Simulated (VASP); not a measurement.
# TePb (Fm-3m) in VASP: notebook

TePb is run at these levels: PBE; tasks: relaxation of cell and atoms, single point.

All numbers are computed with VASP 6.6.1; they aren't measurements. Logs are shortened: lines on timing, memory, paths and dates and some standing lists are left out, and cuts for length are marked.

**1. The cell of the first run**

The structure is cubic, space group Fm-3m (No. 225). The conventional cell has a = 6.462 Å, b = 6.462 Å, c = 6.462 Å, α = 90.00°, β = 90.00°, γ = 90.00°. Within 4.3 Å of Te (site symmetry m-3m) lie 6 Pb at 3.23 Å. Pb (site symmetry m-3m) has 6 Te at 3.23 Å within 4.3 Å.

**2. Relaxation of cell and atoms, PBE**

Input file INCAR:

```
SYSTEM = TePb
ALGO = Normal
EDIFF = 1E-6
EDIFFG = -0.005
ENCUT = 600
GGA = PE
IBRION = 2
ISIF = 3
ISMEAR = 0
LASPH = .True.
LCHARG = .False.
LREAL = .False.
LWAVE = .False.
NELM = 60
NSW = 100
PREC = Accurate
SIGMA = 0.02
```

Input file KPOINTS:

```
k-points
0
Gamma
  8 8 8
  0 0 0
```

Input file POSCAR:

```
TePb
1.0
    0.0000000000      3.2310000000      3.2310000000
    3.2310000000      0.0000000000      3.2310000000
    3.2310000000      3.2310000000      0.0000000000
Te Pb
1 1
Direct
    0.5000000000      0.5000000000      0.5000000000
    0.0000000000      0.0000000000      0.0000000000
```

Potentials or basis: VASP PAW PBE potentials, release 64 (Te, Pb_d).

Command:

```bash
cat potpaw_PBE.64/Te/POTCAR potpaw_PBE.64/Pb_d/POTCAR > POTCAR
mpirun -np 1 vasp_std > vasp.out
```

OUTCAR:

```text
SYSTEM = TePb
   EDIFF = 1E-6
   EDIFFG = -0.005
   ENCUT = 600
   GGA = PE
   IBRION = 2
   ISIF = 3
   ISMEAR = 0
   LASPH = .True.
   LREAL = .False.
   NELM = 60
   NSW = 100
   PREC = Accurate

 ion  position               nearest neighbor table
   1  0.500  0.500  0.500-   2 3.23   2 3.23   2 3.23   2 3.23   2 3.23   2 3.23
   2  0.000  0.000  0.000-   1 3.23   1 3.23   1 3.23   1 3.23   1 3.23   1 3.23

  LATTYP: Found a face centered cubic cell.
 ALAT       =     6.4620000000

  Lattice vectors:

 A1 = (   0.0000000000,   3.2310000000,   3.2310000000)
 A2 = (   3.2310000000,   0.0000000000,   3.2310000000)
 A3 = (   3.2310000000,   3.2310000000,   0.0000000000)

Analysis of symmetry for initial positions (statically):
=====================================================================
 Subroutine PRICEL returns:
 Original cell was already a primitive cell.

 Routine SETGRP: Setting up the symmetry group for a
 face centered cubic supercell.

 Subroutine GETGRP returns: Found 48 space group operations
 (whereof 48 operations were pure point group operations)
 out of a pool of 48 trial point group operations.

The static configuration has the point symmetry O_h .

Analysis of symmetry for dynamics (positions and initial velocities):
=====================================================================
 Subroutine PRICEL returns:
 Original cell was already a primitive cell.

 Routine SETGRP: Setting up the symmetry group for a
 face centered cubic supercell.

 Subroutine GETGRP returns: Found 48 space group operations
 (whereof 48 operations were pure point group operations)
 out of a pool of 48 trial point group operations.

The dynamic configuration has the point symmetry O_h .

 Subroutine INISYM returns: Found 48 space group operations
 (whereof 48 operations are pure point group operations),
 and found     1 'primitive' translations

----------------------------------------------------------------------------------------

                                     Primitive cell

  volume of cell :      67.4592

  direct lattice vectors                    reciprocal lattice vectors
     0.000000000  3.231000000  3.231000000    -0.154750851  0.154750851  0.154750851
     3.231000000  0.000000000  3.231000000     0.154750851 -0.154750851  0.154750851
     3.231000000  3.231000000  0.000000000     0.154750851  0.154750851 -0.154750851

  length of vectors
     4.569324020  4.569324020  4.569324020     0.268036337  0.268036337  0.268036337

  position of ions in fractional coordinates (direct lattice)
     0.500000000  0.500000000  0.500000000
     0.000000000  0.000000000  0.000000000

  ion indices of the primitive-cell ions
[... 97 lines left out ...]
  Fermi-wavevector in a.u.,A,eV,Ry     =   1.091619  2.062861 16.213147  1.191633
  Thomas-Fermi vector in A             =   2.227868
   LORBIT       =      0    0 simple, 1 ext, 2 COOP (PROOUT), +10 PAW based schemes
   GGA     = PE    functional components
   LHFCALC =     F    Hartree Fock is set to
   AEXX    =    0.0000 exact exchange contribution
   IVDW    =     0    specifies the selected vdW correction
   LEPSILON=     F    determine dielectric tensor
   LRPA    =     F    only Hartree local field effects (RPA)
 conjugate gradient relaxation of ions
 non-spin polarized calculation
 Gauss-broadening in eV      SIGMA  =   0.02
  energy-cutoff  :      600.00
  volume of cell :       67.46
 maximum number of plane-waves:      2272
 NGX is ok and might be reduce to    40
   NGX = 19   NGY = 19   NGZ = 19

--------------------------------------- Ionic step        1  -------------------------------------------

 number of electron      19.9999998 magnetization

 Free energy of the ion-electron system (eV)
  ---------------------------------------------------
  ext. energy  EPLUGINS =         0.00000000
  ---------------------------------------------------
  free energy    TOTEN  =        -7.50127611 eV

  energy without entropy =       -7.50127611  energy(sigma->0) =       -7.50127611

------------------------ aborting loop because EDIFF is reached ----------------------------------------

  FORCE on cell =-STRESS in cart. coord.  units (eV):
  Direction    XX          YY          ZZ          XY          YZ          ZX
  --------------------------------------------------------------------------------------
  -------------------------------------------------------------------------------------
  Total        0.8853242      0.8853242      0.8853242      0.0000000      0.0000000      0.0000000
  in kB       21.0267455     21.0267455     21.0267455      0.0000000      0.0000000      0.0000000
  external PRESSURE =      21.0267455 kB  Pullay stress =       0.0000000 kB
[... 59 lines left out ...]
--------------------------------------- Ionic step        3  -------------------------------------------

 number of electron      20.0000002 magnetization

 Free energy of the ion-electron system (eV)
  ---------------------------------------------------
  ext. energy  EPLUGINS =         0.00000000
  ---------------------------------------------------
  free energy    TOTEN  =        -7.52266964 eV

  energy without entropy =       -7.52266964  energy(sigma->0) =       -7.52266964

 E-fermi :   5.1531     XC(G=0):  -9.0814

 val. band max:        5.0016250135   @ k =   0.5000   0.0000   0.0000
 cond. band min:       5.8329340659   @ k =   0.5000   0.0000   0.0000
 fundamental gap:      0.8313090524
 Fermi energy:         5.1530710227

 k-point     1 :       0.0000    0.0000    0.0000
  band No.  band energies     occupation
      1     -11.6423      2.00000
      2     -11.6423      2.00000
      3     -11.6366      2.00000
      4     -11.6366      2.00000
      5     -11.6366      2.00000
      6      -6.6163      2.00000
      7      -0.7076      2.00000
      8       3.8445      2.00000
      9       3.8445      2.00000
     10       3.8445      2.00000
     11       9.0281      0.00000
     12       9.0281      0.00000
     13       9.0281      0.00000
     14      10.9150      0.00000
[... 377 lines left out ...]
      1     -11.6644      2.00000
      2     -11.6482      2.00000
      3     -11.6313      2.00000
      4     -11.6268      2.00000
      5     -11.6204      2.00000
      6      -5.1426      2.00000
      7      -3.1010      2.00000
      8       2.5043      2.00000
      9       2.6889      2.00000
     10       4.6286      2.00000
     11       6.4245      0.00000
     12       8.5320      0.00000
     13       8.9382      0.00000
     14      11.8917      0.00000

 [... further k-points ...]
[... 5 lines left out ...]
  --------------------------------------------------------------------------------------
  -------------------------------------------------------------------------------------
  Total        0.0010071      0.0010071      0.0010071      0.0000000      0.0000000     -0.0000000
  in kB        0.0227774      0.0227774      0.0227774      0.0000000      0.0000000     -0.0000000
  external PRESSURE =       0.0227774 kB  Pullay stress =       0.0000000 kB
[... 17 lines left out ...]
  FREE ENERGIE OF THE ION-ELECTRON SYSTEM (eV)
  ---------------------------------------------------
  free  energy   TOTEN  =        -7.5226696436 eV

  energy  without entropy=       -7.5226696436  energy(sigma->0) =       -7.52266964

 reached required accuracy - stopping structural energy minimisation
```

OSZICAR:

```text
N       E                     dE             d eps       ncg     rms          rms(c)
DAV:   1     0.155658963631E+03    0.15566E+03   -0.99665E+03   818   0.152E+03
DAV:   2     0.388595882333E+01   -0.15177E+03   -0.14867E+03   860   0.351E+02
DAV:   3    -0.732261345268E+01   -0.11209E+02   -0.10964E+02  1088   0.998E+01
DAV:   4    -0.761372412794E+01   -0.29111E+00   -0.29103E+00   956   0.187E+01
[... 21 lines left out ...]
DAV:   2    -0.752822714969E+01    0.32533E-01   -0.66707E-02   986   0.468E+00    0.385E-01
DAV:   3    -0.752259724539E+01    0.56299E-02   -0.24449E-02  1004   0.259E+00    0.769E-02
DAV:   4    -0.752264142538E+01   -0.44180E-04   -0.39664E-04   818   0.207E-01    0.585E-02
DAV:   5    -0.752266999860E+01   -0.28573E-04   -0.10275E-04   916   0.958E-02    0.149E-02
DAV:   6    -0.752266964356E+01    0.35504E-06   -0.85672E-06  1022   0.506E-02
   3 F= -.75226696E+01 E0= -.75226696E+01  d E =-.213935E-01
```

CONTCAR:

```text
TePb
   1.00000000000000
     0.0000000000000000    3.2840937663533425    3.2840937663533425
     3.2840937663533425    0.0000000000000000    3.2840937663533425
     3.2840937663533425    3.2840937663533425   -0.0000000000000000
  Te              Pb
     1     1
Direct
     0.5000000000000000    0.5000000000000000    0.5000000000000000
     0.0000000000000000    0.0000000000000000    0.0000000000000000

  0.00000000E+00  0.00000000E+00  0.00000000E+00
  0.00000000E+00  0.00000000E+00  0.00000000E+00
```

Wall time 34 s (1 thread of Intel Xeon 6975P-C (Granite Rapids), shared host); peak memory 0.26 GiB.

What came out:

- Free energy: -7.5227 eV
- Relaxed volume: 35.42 Å³/atom
- Relaxed cell: a = 4.644 Å, b = 4.644 Å, c = 4.644 Å, α = 60.00°, β = 60.00°, γ = 60.00°
- Space group after relaxing (to 0.05 Å): Fm-3m (No. 225)
- Energy gained by relaxing: 10.7 meV/atom
- Ionic steps: 3
- Pressure after relaxing: 0.0 GPa
- Band gap on the k mesh: 0.83 eV, direct

The path:
```
step  energy change (eV)  largest force (eV/Å)  pressure (GPa)  volume (Å³)
   1              0.0000                0.0000            2.10        67.46
   2             -0.0196                0.0000           -0.55        71.87
   3             -0.0214                0.0000            0.00        70.84
```

Final structure:
```
Te Pb
1.0
     0.00000    3.28409    3.28409
     3.28409    0.00000    3.28409
     3.28409    3.28409    0.00000
Te Pb
1 1
Direct
  0.50000 0.50000 0.50000
  0.00000 0.00000 0.00000
```

Levels at points of the mesh, in eV from the valence-band top:
```
           k point  band 8  band 9  band 10  band 11  band 12  band 13
(0.00, 0.00, 0.00)   -1.16   -1.16    -1.16     4.03     4.03     4.03
(0.50, 0.00, 0.00)   -0.73   -0.73     0.00     0.83     1.39     1.39
(0.50, 0.50, 0.00)   -4.11   -2.52    -2.52     3.51     5.31     5.31
```

Caveat: spin-orbit coupling is left out, which moves the levels of the heavy elements. A k mesh can miss the band edges.

(Part 1 of 2 ends here.)
